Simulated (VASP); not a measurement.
Li2IF, 4 atoms in the cell. Symmetry: R-3m, No. 166, trigonal system. Conventional cell: a = 3.708 Å, b = 3.708 Å, c = 16.884 Å, α = 90.00°, β = 90.00°, γ = 120.00°. F (site symmetry -3m) has 6 Li at 2.38 Å within 3.1 Å. I (site symmetry -3m) has 6 Li at 2.78 Å and 6 F at 3.54 Å within 3.7 Å. Li (site symmetry 3m) has 3 F at 2.38 Å and 3 I at 2.78 Å and 3 Li at 2.98 Å within 3.1 Å.  This cell differs from its parent crystal: volume changed by -5%.

- Program: VASP 6.6.1
- Task: single point
- Functional: PBE
- Potentials or basis: VASP PAW PBE potentials, release 64 (F, I, Li_sv)
- Cutoff: 520 eV
- k mesh: 4 × 4 × 4
- Occupations: gaussian, width 0.01 eV
- Spin: no spin polarisation
- Dipole correction: no
- Further INCAR settings: ALGO = Normal; EDIFF = 1e-07; NBANDS = 18

Potentials or basis: VASP PAW PBE potentials, release 64 (F, I, Li_sv).

Command:

```bash
$ cat potpaw_PBE.64/F/POTCAR potpaw_PBE.64/I/POTCAR potpaw_PBE.64/Li_sv/POTCAR > POTCAR
$ mpirun -np 1 vasp_std > vasp.out
```

Hardware: 1 thread of Intel(R) Xeon(R) Platinum 8488C (Sapphire Rapids), with other jobs on the host.

Q: How long does it take, and how much memory?

A: It took 26 s on 1 thread of Intel(R) Xeon(R) Platinum 8488C (Sapphire Rapids), with other jobs on the host, peak memory 0.31 GiB. Counts: scf iterations 16, k points 13.
